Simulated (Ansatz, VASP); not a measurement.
## Two plane-wave programs on Al

```
CELL_PARAMETERS angstrom
14.00000 0.00000 0.00000
0.00000 14.40000 0.00000
0.00000 0.00000 14.80000
ATOMIC_POSITIONS crystal
Al 0.50000 0.50000 0.50000
```

Alike in both runs: task single point; functional revPBE; k mesh 1 × 1 × 1; occupations fermi-dirac, width 0.01 eV; collinear spin.

```csv
,VASP,Ansatz
version,VASP 6.6.1,Ansatz 0.2.0
potentials or method,"VASP PAW PBE potentials, release 64 (Al), cutoff 520 eV","plane waves (420 eV) with PAW, scalar-relativistic"
valence electrons in the cell,3,3
```

```tsv
	VASP	Ansatz	Ansatz less VASP
gap on the k mesh at the Fermi level (eV)	4.23	0.39	-3.842
net moment per atom (μB)	1.00	1.00	0.000
size of the moment on the site where the two differ most (μB)	0.14	1.00	+0.862
```

VASP's potentials were made for PBE, not for revPBE. Site moments also hang on the region over which each program counts them. Ansatz's warnings: negative dielectric reading, stability check not made.
